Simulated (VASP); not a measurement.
# AlN (P6_3mc) in VASP: single point with PBE

Aim: the single point of AlN with PBE.

All numbers are computed with VASP 6.6.1; they aren't measurements. Logs are shortened: lines on timing, memory, paths and dates and some standing lists are left out, and cuts for length are marked.

**1. The cell of the first run**

Symmetry: P6_3mc, No. 186, hexagonal system. Conventional cell: a = 3.111 Å, b = 3.111 Å, c = 4.978 Å, α = 90.00°, β = 90.00°, γ = 120.00°. Al (site symmetry 3m) has 4 N at 1.89 to 1.92 Å within 2.5 Å. N (site symmetry 3m) has 4 Al at 1.89 to 1.92 Å within 2.5 Å.

**2. Single point, PBE**

Contents of INCAR:

```
ALGO = Normal ; EDIFF = 1E-6
ENCUT = 600 ; GGA = PE
GGA_COMPAT = F ; ISIF = 2
ISMEAR = 0 ; LASPH = T
LCHARG = F ; LREAL = F
LWAVE = F ; NBANDS = 16
NELM = 120 ; PREC = Accurate
SIGMA = 0.05
```

Contents of KPOINTS:

```
k-points
0
Gamma
  12 12 6
```

Contents of POSCAR:

```
AlN
1.0
    3.1110021516      0.0000000000      0.0000000000
   -1.5555010758      2.6942068945      0.0000000000
    0.0000000000      0.0000000000      4.9780000000
Al N
2 2
Direct
    0.3333333333      0.6666666667      0.0000000000
    0.6666666667      0.3333333333      0.5000000000
    0.3333333333      0.6666666667      0.3850000000
    0.6666666667      0.3333333333      0.8850000000
```

Potentials or basis: VASP PAW PBE potentials, release 64 (Al, N).

Command:

```bash
$ cat potpaw_PBE.64/Al/POTCAR potpaw_PBE.64/N/POTCAR > POTCAR
$ mpirun -np 1 vasp_std > vasp.out
```

OUTCAR:

```text
EDIFF = 1E-6
   ENCUT = 600
   GGA = PE
   ISIF = 2
   ISMEAR = 0
   LASPH = T
   LREAL = F
   NELM = 120
   PREC = Accurate

 ion  position               nearest neighbor table
   1  0.333  0.667  0.000-   4 1.89   4 1.89   4 1.89   3 1.92   2 3.07   2 3.07   2 3.07   2 3.07
                             2 3.07   2 3.07
   2  0.667  0.333  0.500-   3 1.89   3 1.89   3 1.89   4 1.92   1 3.07   1 3.07   1 3.07   1 3.07
                             1 3.07   1 3.07
   3  0.333  0.667  0.385-   2 1.89   2 1.89   2 1.89   1 1.92
   4  0.667  0.333  0.885-   1 1.89   1 1.89   1 1.89   2 1.92

  LATTYP: Found a hexagonal cell.
 ALAT       =     3.1110021516
 C/A-ratio  =     1.6001274694

  Lattice vectors:

 A1 = (   3.1110021516,   0.0000000000,   0.0000000000)
 A2 = (  -1.5555010758,   2.6942068945,   0.0000000000)
 A3 = (   0.0000000000,   0.0000000000,   4.9780000000)

Analysis of symmetry for initial positions (statically):
=====================================================================
 Subroutine PRICEL returns:
 Original cell was already a primitive cell.

 Routine SETGRP: Setting up the symmetry group for a
 hexagonal supercell.

 Subroutine GETGRP returns: Found 12 space group operations
 (whereof  6 operations were pure point group operations)
 out of a pool of 24 trial point group operations.

The static configuration has the point symmetry C_3v.
 The point group associated with its full space group is C_6v.

Analysis of symmetry for dynamics (positions and initial velocities):
=====================================================================
 Subroutine PRICEL returns:
 Original cell was already a primitive cell.

 Routine SETGRP: Setting up the symmetry group for a
 hexagonal supercell.

 Subroutine GETGRP returns: Found 12 space group operations
 (whereof  6 operations were pure point group operations)
 out of a pool of 24 trial point group operations.

The dynamic configuration has the point symmetry C_3v.
 The point group associated with its full space group is C_6v.

 Subroutine INISYM returns: Found 12 space group operations
 (whereof  6 operations are pure point group operations),
 and found     1 'primitive' translations

----------------------------------------------------------------------------------------

                                     Primitive cell

  volume of cell :      41.7240

  direct lattice vectors                    reciprocal lattice vectors
     3.111002152  0.000000000  0.000000000     0.321439829  0.185583372  0.000000000
    -1.555501076  2.694206895  0.000000000     0.000000000  0.371166744  0.000000000
     0.000000000  0.000000000  4.978000000     0.000000000  0.000000000  0.200883889

  length of vectors
     3.111002152  3.111002152  4.978000000     0.371166744  0.371166744  0.200883889

  position of ions in fractional coordinates (direct lattice)
     0.333333333  0.666666667  0.000000000
     0.666666667  0.333333333  0.500000000
     0.333333333  0.666666667  0.385000000
     0.666666667  0.333333333  0.885000000

  ion indices of the primitive-cell ions
   primitive index   ion index
                 1           1
                 2           2
                 3           3
                 4           4

----------------------------------------------------------------------------------------

 KPOINTS: k-points

Automatic generation of k-mesh.
 Grid dimensions read from file:
 generate k-points for:   12   12    6

 Generating k-lattice:

  Cartesian coordinates                     Fractional coordinates (reciprocal lattice)
     0.026786652  0.015465281  0.000000000     0.083333333  0.000000000  0.000000000
     0.000000000  0.030930562  0.000000000     0.000000000  0.083333333  0.000000000
     0.000000000  0.000000000  0.033480648     0.000000000  0.000000000  0.166666667

  Length of vectors
     0.030930562  0.030930562  0.033480648

  Shift w.r.t. Gamma in fractional coordinates (k-lattice)
     0.000000000  0.000000000  0.000000000

 Subroutine IBZKPT returns following result:
 ===========================================

 Found     76 irreducible k-points:

 Following reciprocal coordinates:
            Coordinates               Weight
  0.000000  0.000000  0.000000      1.000000
  0.083333  0.000000  0.000000      6.000000
  0.166667 -0.000000  0.000000      6.000000
  0.250000 -0.000000  0.000000      6.000000
  0.333333 -0.000000  0.000000      6.000000
  0.416667 -0.000000  0.000000      6.000000
[... 16 lines left out ...]
  0.250000 -0.000000  0.166667     12.000000
  0.333333 -0.000000  0.166667     12.000000
 [... further k-points ...]
   k-points           NKPTS =     76   k-points in BZ     NKDIM =     76   number of bands    NBANDS=     16
   number of dos      NEDOS =    301   number of ions     NIONS =      4
   total plane-waves  NPLWV =  31360
   dimension x,y,z NGX =    28 NGY =   28 NGZ =   40
   dimension x,y,z NGXF=    56 NGYF=   56 NGZF=   80
   ions per type =               2   2
   NGX,Y,Z   is equivalent  to a cutoff of  14.96, 14.96, 13.36 a.u.
   NGXF,Y,Z  is equivalent  to a cutoff of  29.93, 29.93, 26.72 a.u.
 SYSTEM =  unknown system
   PREC   = accura    normal or accurate (medium, high low for compatibility)
   ISTART =      0    job   : 0-new  1-cont  2-samecut
   ICHARG =      2    charge: 1-file 2-atom 10-const
   ISPIN  =      1    spin polarized calculation?
   LNONCOLLINEAR =      F non collinear calculations
   LSORBIT =      F    spin-orbit coupling
   LASPH  =      T    aspherical Exc in radial PAW
   ENCUT  =  600.0 eV  44.10 Ry    6.64 a.u.   6.21  6.21  9.94*2*pi/ulx,y,z
   NELM   =    120;   NELMIN=  2; NELMDL= -5     # of ELM steps
   EDIFF  = 0.1E-05   stopping-criterion for ELM
   LREAL  =      F    real-space projection
   EDIFFG = 0.1E-04   stopping-criterion for IOM
   NSW    =      0    number of steps for IOM
   IBRION =     -1    ionic relax: 0-MD 1-quasi-New 2-CG
   NFREE  =      0    steps in history (QN), initial steepest desc. (CG)
   ISIF   =      2    stress and relaxation
   ISYM   =      2    0-nonsym 1-usesym 2-fastsym
   POTIM  = 0.5000    time-step for ionic-motion
   TEBEG  =    0.0;   TEEND  =   0.0 temperature during run
   PSTRESS=    0.0 pullay stress
   NELECT =      16.0000    total number of electrons
   NUPDOWN=      -1.0000    fix difference up-down
   EMIN   =  10.00;   EMAX   =-10.00  energy-range for DOS
   EFERMI =   0.00;   METHOD = LEGACY
   ISMEAR =     0;   SIGMA  =   0.05  broadening in eV -4-tet -1-fermi 0-gaus
   EFERMI_NEDOS =   21; number of points for ismear=-14 and -15
   IALGO  =     38    algorithm
   IMIX   =      4    mixing-type and parameters
     AMIX     =   0.40;   BMIX     =  1.00
     AMIX_MAG =   1.60;   BMIX_MAG =  1.00
  volume/ion in A,a.u.               =      10.43        70.39
  Fermi-wavevector in a.u.,A,eV,Ry     =   1.189377  2.247596 19.247033  1.414617
  Thomas-Fermi vector in A             =   2.325485
   LORBIT       =      0    0 simple, 1 ext, 2 COOP (PROOUT), +10 PAW based schemes
   GGA     = PE    functional components
   LHFCALC =     F    Hartree Fock is set to
   AEXX    =    0.0000 exact exchange contribution
   IVDW    =     0    specifies the selected vdW correction
   LEPSILON=     F    determine dielectric tensor
   LRPA    =     F    only Hartree local field effects (RPA)
 non-spin polarized calculation
 Gauss-broadening in eV      SIGMA  =   0.05
  energy-cutoff  :      600.00
  volume of cell :       41.72
 maximum number of plane-waves:      1412
 NGX is ok and might be reduce to    28
   NGX = 13   NGY = 13   NGZ = 19

 number of electron      16.0000001 magnetization

 Free energy of the ion-electron system (eV)
  ---------------------------------------------------
  ext. energy  EPLUGINS =         0.00000000
  ---------------------------------------------------
  free energy    TOTEN  =       -29.77104589 eV

  energy without entropy =      -29.77104589  energy(sigma->0) =      -29.77104589

 E-fermi :   6.4386     XC(G=0): -10.9151

 val. band max:        6.2195158722   @ k =   0.0000   0.0000   0.0000
 cond. band min:      10.3845373450   @ k =   0.0000   0.0000   0.0000
 fundamental gap:      4.1650214727
 Fermi energy:         6.4386102113

 k-point     1 :       0.0000    0.0000    0.0000
  band No.  band energies     occupation
      1      -9.0319      2.00000
      2      -6.8817      2.00000
      3       0.1857      2.00000
      4       5.2724      2.00000
      5       5.2724      2.00000
      6       5.9251      2.00000
[... 8 lines left out ...]
     15      19.2834      0.00000
     16      19.2834      0.00000

 k-point     2 :       0.0833    0.0000    0.0000
  band No.  band energies     occupation
      1      -8.9432      2.00000
      2      -6.8314      2.00000
      3       0.2912      2.00000
      4       4.8624      2.00000
      5       5.1562      2.00000
      6       5.5164      2.00000
[... 8 lines left out ...]
     15      19.3337      0.00000
     16      19.3724      0.00000

 k-point     3 :       0.1667   -0.0000    0.0000
  band No.  band energies     occupation
      1      -8.6848      2.00000
      2      -6.6937      2.00000
      3       0.6020      2.00000
      4       3.8620      2.00000
      5       4.6454      2.00000
      6       4.8831      2.00000
[... 8 lines left out ...]
     15      18.5158      0.00000
     16      18.9800      0.00000

 k-point     4 :       0.2500   -0.0000    0.0000
  band No.  band energies     occupation
      1      -8.2825      2.00000
      2      -6.5117      2.00000
      3       1.0999      2.00000
      4       2.6928      2.00000
      5       3.6850      2.00000
      6       4.5694      2.00000
[... 8 lines left out ...]
     15      18.2678      0.00000
     16      19.4408      0.00000
[... 324 lines left out ...]
 k-point    22 :       0.1667   -0.0000    0.1667
  band No.  band energies     occupation
      1      -8.5833      2.00000
      2      -6.8783      2.00000
      3       0.9032      2.00000
      4       3.9319      2.00000
      5       4.4212      2.00000
      6       4.9404      2.00000
[... 8 lines left out ...]
     15      18.6592      0.00000
     16      19.0996      0.00000

 k-point    23 :       0.2500   -0.0000    0.1667
  band No.  band energies     occupation
      1      -8.1882      2.00000
      2      -6.6662      2.00000
      3       1.2429      2.00000
      4       2.8611      2.00000
      5       3.5106      2.00000
      6       4.6357      2.00000
[... 8 lines left out ...]
     15      18.5241      0.00000
     16      19.5104      0.00000

 k-point    24 :       0.3333   -0.0000    0.1667
  band No.  band energies     occupation
      1      -7.7066      2.00000
      2      -6.4727      2.00000
      3       1.2517      2.00000
      4       2.2225      2.00000
      5       2.8239      2.00000
      6       4.3693      2.00000
[... 8 lines left out ...]
     15      18.5724      0.00000
     16      20.4633      0.00000

 [... further k-points ...]

------------------------ aborting loop because EDIFF is reached ----------------------------------------

  FORCE on cell =-STRESS in cart. coord.  units (eV):
  Direction    XX          YY          ZZ          XY          YZ          ZX
  --------------------------------------------------------------------------------------
  -------------------------------------------------------------------------------------
  Total        1.1132375      1.1132375      0.6427595      0.0000000      0.0000000      0.0000000
  in kB       42.7476527     42.7476527     24.6815793      0.0000000      0.0000000      0.0000000
  external PRESSURE =      36.7256283 kB  Pullay stress =       0.0000000 kB

 VOLUME and BASIS-vectors are now :
 -----------------------------------------------------------------------------
  energy-cutoff  :      600.00
  volume of cell :       41.72
      direct lattice vectors                 reciprocal lattice vectors
     3.111002152  0.000000000  0.000000000     0.321439829  0.185583372  0.000000000
    -1.555501076  2.694206895  0.000000000     0.000000000  0.371166744  0.000000000
     0.000000000  0.000000000  4.978000000     0.000000000  0.000000000  0.200883889

 POSITION                                       TOTAL-FORCE (eV/Angst)
 -----------------------------------------------------------------------------------
     -0.00000      1.79614      0.00000        -0.000000     -0.000000      0.181516
      1.55550      0.89807      2.48900         0.000000      0.000000      0.181516
     -0.00000      1.79614      1.91653         0.000000     -0.000000     -0.181516
      1.55550      0.89807      4.40553        -0.000000      0.000000     -0.181516
 -----------------------------------------------------------------------------------
    total drift:                               -0.000000     -0.000000      0.000566

  FREE ENERGIE OF THE ION-ELECTRON SYSTEM (eV)
  ---------------------------------------------------
  free  energy   TOTEN  =       -29.7710458899 eV

  energy  without entropy=      -29.7710458899  energy(sigma->0) =      -29.77104589
```

Wall time 57 s (1 thread of Intel Xeon 8259CL, shared host); peak memory 0.2 GiB.

What came out:

| Property | Result |
| --- | --- |
| Free energy | -29.7710 eV |
| Pressure | 3.7 GPa |
| Largest force | 0.182 eV/Å |
| Band gap on the k mesh | 4.17 eV |

Forces on the atoms (eV/Å):
```
Al   0.000  0.000  0.182
Al   0.000  0.000  0.182
N    0.000  0.000 -0.182
N    0.000  0.000 -0.182
```

Stress tensor (GPa, compression positive):
```
4.27 0.00 0.00
0.00 4.27 0.00
0.00 0.00 2.47
```

Levels at points of the mesh, in eV from the valence-band top:
```tsv
k point	band 6	band 7	band 8	band 9	band 10	band 11
(0.00, 0.00, 0.00)	-0.29	-0.29	0.00	4.16	6.62	10.61
(0.50, 0.00, 0.00)	-2.17	-1.80	-0.77	5.77	5.79	8.13
(0.00, 0.00, 0.50)	-0.63	-0.63	-0.63	6.44	6.44	10.28
(0.50, 0.00, 0.50)	-1.54	-1.39	-1.39	5.27	5.27	9.18
```

Caveat: the cell stands under pressure. A k mesh can miss the band edges.
